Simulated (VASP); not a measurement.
# Pt (P2_1/m) in VASP: notebook, part 2 of 2

VASP 6.6.1.

## (3) Single point, LDA (atoms displaced along a vibrational mode)

INCAR

```
SYSTEM = Pt
  ALGO = Fast
  EDIFF = 1E-7
  ENCUT = 520
  GGA = CA
  ISIF = 2
  ISMEAR = 0
  LASPH = .TRUE.
  LCHARG = .FALSE.
  LREAL = .FALSE.
  LWAVE = .FALSE.
  NBANDS = 28
  NELM = 60
  PREC = Accurate
  SIGMA = 0.15
```

KPOINTS

```
k-points
0
G
  18 18 6
  0 0 0
```

POSCAR

```
Pt
1.0
    2.7082945870      0.0000000000      0.0000000000
   -1.3541472935      2.3454519133      0.0000000000
    0.0000000000      0.0000000000      9.3530207388
Pt
4
Direct
    0.6419237501      0.3222480496      0.3750000000
    0.6419237501      0.3222480496      0.8750000000
    0.3580762499      0.6777519504      0.1250000000
    0.3580762499      0.6777519504      0.6250000000
```

Potentials or basis: VASP PAW LDA potentials, release 64 (Pt).

Command:

```bash
$ cat potpaw_LDA.64/Pt/POTCAR > POTCAR
$ mpirun -np 1 vasp_std > vasp.out
```

Run time: 29 min. Hardware: 1 thread of Intel Xeon 8259CL, shared host; peak memory 0.8 GiB.

It converged, with:

- Free energy: -29.8058 eV
- Pressure: 1.0 GPa
- Largest force: 0.054 eV/Å
- Band gap on the k mesh: zero (bands 20 and 21 overlap by 1.40 eV)

Forces on the atoms (eV/Å):
```
Pt  -0.043 -0.031  0.000
Pt  -0.043 -0.031  0.000
Pt   0.043  0.031  0.000
Pt   0.043  0.031  0.000
```

Stress tensor (GPa, compression positive):
```
 1.12 -0.16  0.00
-0.16  1.18  0.00
 0.00  0.00  0.70
```

Levels at points of the mesh, in eV from the Fermi level:
| k point | band 16 | band 17 | band 18 | band 19 | band 20 | band 21 | band 22 | band 23 | band 24 | band 25 |
| --- | --- | --- | --- | --- | --- | --- | --- | --- | --- | --- |
| (0.00, 0.00, 0.00) | -2.29 | -1.74 | -0.98 | -0.98 | -0.97 | -0.80 | -0.80 | -0.50 | -0.01 | 5.16 |
| (0.50, 0.00, 0.00) | 0.08 | 0.37 | 0.45 | 0.45 | 0.48 | 2.03 | 2.03 | 2.08 | 4.18 | 6.62 |
| (0.00, 0.50, 0.00) | -0.04 | 0.29 | 0.44 | 0.44 | 0.56 | 1.52 | 1.52 | 2.50 | 3.82 | 7.01 |
| (0.50, 0.50, 0.00) | -0.03 | 0.28 | 0.44 | 0.44 | 0.57 | 1.48 | 1.48 | 2.53 | 3.80 | 7.04 |
| (0.00, 0.00, 0.50) | -2.79 | -1.85 | -1.85 | -1.39 | -1.39 | -0.52 | -0.52 | -0.26 | -0.26 | 7.98 |
| (0.50, 0.00, 0.50) | -0.43 | 0.42 | 0.42 | 0.47 | 0.47 | 0.99 | 0.99 | 3.67 | 3.67 | 6.87 |
| (0.00, 0.50, 0.50) | -0.68 | 0.35 | 0.35 | 0.53 | 0.53 | 1.51 | 1.51 | 3.27 | 3.27 | 7.32 |
| (0.50, 0.50, 0.50) | -0.68 | 0.34 | 0.34 | 0.53 | 0.53 | 1.54 | 1.54 | 3.24 | 3.24 | 7.35 |

Caveat: the cell differs from its parent crystal (atoms displaced along a vibrational mode); spin-orbit coupling is left out, which moves the levels of the heavy elements.

## (4) Single point, LDA (atoms displaced along a vibrational mode)

INCAR

```
SYSTEM = Pt
PREC     = Accurate       ! precision mode
ENCUT    = 520            ! plane-wave cutoff, eV
EDIFF    = 1E-7           ! SCF threshold, eV
ISMEAR   = 0              ! smearing method
SIGMA    = 0.15           ! smearing width, eV
LREAL    = .False.        ! projectors in reciprocal space
LASPH    = .True.         ! aspherical terms in the spheres
NELM     = 80             ! most SCF steps
ALGO     = Fast           ! electronic algorithm
ISIF     = 2              ! what is computed and relaxed
LWAVE    = .False.        ! write WAVECAR
LCHARG   = .False.        ! write CHGCAR
NBANDS   = 28             ! bands
```

KPOINTS

```
regular mesh
0
Gamma
  18 18 6
  0 0 0
```

POSCAR

```
Pt
1.0
    2.7082945870      0.0000000000      0.0000000000
   -1.3541472935      2.3454519133      0.0000000000
    0.0000000000      0.0000000000      9.3530207388
Pt
4
Direct
    0.6681518131      0.3555039008      0.3750000000
    0.6681518131      0.3555039008      0.8750000000
    0.3318481869      0.6444960992      0.1250000000
    0.3318481869      0.6444960992      0.6250000000
```

Potentials or basis: VASP PAW LDA potentials, release 64 (Pt).

Command:

```bash
$ cat potpaw_LDA.64/Pt/POTCAR > POTCAR
$ mpirun -np 1 vasp_std > vasp.out
```

OUTCAR:

```text
SYSTEM = Pt
   PREC = Accurate
   ENCUT = 520
   EDIFF = 1E-7
   ISMEAR = 0
   LREAL = .False.
   LASPH = .True.
   NELM = 80
   ISIF = 2

 ion  position               nearest neighbor table
   1  0.668  0.356  0.375-   3 2.76   4 2.76   3 2.81   4 2.81   3 2.87   4 2.87
   2  0.668  0.356  0.875-   3 2.76   4 2.76   3 2.81   4 2.81   3 2.87   4 2.87
   3  0.332  0.644  0.125-   1 2.76   2 2.76   1 2.81   2 2.81   1 2.87   2 2.87
   4  0.332  0.644  0.625-   1 2.76   2 2.76   1 2.81   2 2.81   1 2.87   2 2.87

  LATTYP: Found a hexagonal cell.
 ALAT       =     2.7082945870
 C/A-ratio  =     3.4534724486
[... 963 lines left out ...]
  --------------------------------------------------------------------------------------
  -------------------------------------------------------------------------------------
  Total        0.4991121      0.3394002      0.2887540     -0.1500438      0.0000000      0.0000000
  in kB       13.4596689      9.1526816      7.7868940     -4.0462659      0.0000000      0.0000000
  external PRESSURE =      10.1330815 kB  Pullay stress =       0.0000000 kB

 VOLUME and BASIS-vectors are now :
 -----------------------------------------------------------------------------
  energy-cutoff  :      520.00
  volume of cell :       59.41
      direct lattice vectors                 reciprocal lattice vectors
     2.708294587  0.000000000  0.000000000     0.369236052  0.213178534  0.000000000
    -1.354147294  2.345451913  0.000000000     0.000000000  0.426357068  0.000000000
     0.000000000  0.000000000  9.353020739     0.000000000  0.000000000  0.106917329

 POSITION                                       TOTAL-FORCE (eV/Angst)
 -----------------------------------------------------------------------------------
      1.32815      0.83382      3.50738         0.036531      0.033645     -0.000000
      1.32815      0.83382      8.18389         0.036531      0.033645      0.000000
      0.02600      1.51163      1.16913        -0.036531     -0.033645      0.000000
      0.02600      1.51163      5.84564        -0.036531     -0.033645      0.000000
 -----------------------------------------------------------------------------------
    total drift:                               -0.000000      0.000000      0.000000

  FREE ENERGIE OF THE ION-ELECTRON SYSTEM (eV)
  ---------------------------------------------------
  free  energy   TOTEN  =       -29.8027261632 eV

  energy  without entropy=      -29.7283970961  energy(sigma->0) =      -29.76556163
```

Run time: 10 min. Hardware: 1 thread of Intel Xeon 6975P-C (Granite Rapids), shared host; peak memory 0.78 GiB.

What came out:

```
Free energy            : -29.8027 eV
Pressure               : 1.0 GPa
Largest force          : 0.050 eV/Å
Band gap on the k mesh : zero (bands 20 and 21 overlap by 1.43 eV)
```

Forces in eV/Å, atoms in the order of the input:
```
Pt   0.037  0.034  0.000
Pt   0.037  0.034  0.000
Pt  -0.037 -0.034  0.000
Pt  -0.037 -0.034  0.000
```

Levels at points of the mesh, in eV from the Fermi level:
```tsv
k point	band 17	band 18	band 19	band 20	band 21	band 22	band 23	band 24
(0.00, 0.00, 0.00)	-1.75	-0.97	-0.97	-0.97	-0.80	-0.80	-0.50	-0.01
(0.50, 0.00, 0.00)	0.31	0.44	0.44	0.54	1.66	1.66	2.39	3.92
(0.00, 0.50, 0.00)	0.37	0.45	0.45	0.48	2.00	2.00	2.12	4.16
(0.50, 0.50, 0.00)	0.27	0.44	0.44	0.59	1.38	1.38	2.61	3.72
(0.00, 0.00, 0.50)	-1.84	-1.84	-1.39	-1.39	-0.52	-0.52	-0.26	-0.26
(0.50, 0.00, 0.50)	0.36	0.36	0.51	0.51	1.37	1.37	3.38	3.38
(0.00, 0.50, 0.50)	0.41	0.41	0.47	0.47	1.02	1.02	3.65	3.65
(0.50, 0.50, 0.50)	0.33	0.33	0.54	0.54	1.64	1.64	3.16	3.16
```

Caveat: the cell differs from its parent crystal (atoms displaced along a vibrational mode); spin-orbit coupling is left out, which moves the levels of the heavy elements.

## (5) Overview

| cell | further INCAR settings | gap on the mesh (eV) | pressure (GPa) | largest force (eV/Å) |
| --- | --- | --- | --- | --- |
| as given, atomic positions A | ALGO = Fast; EDIFF = 1e-06; NBANDS = 28 | none | 0.9 | 0.02 |
| as given, atomic positions B | ALGO = Fast; EDIFF = 1e-07; NBANDS = 28 | none | 1.0 | 0.05 |
| as given, atomic positions C | ALGO = Fast; EDIFF = 1e-07; NBANDS = 28 | none | 1.0 | 0.05 |

Alike in all rows: task single point; level LDA; potentials or basis VASP PAW LDA potentials, release 64 (Pt); no spin polarisation; k mesh 18 × 18 × 6; cutoff (eV) 520; smearing gaussian 0.15 eV.

Caveats: spin-orbit coupling is left out, which moves the levels of the heavy elements.

Total energies depend on the potentials used, so only differences within one code and one set of settings carry meaning.
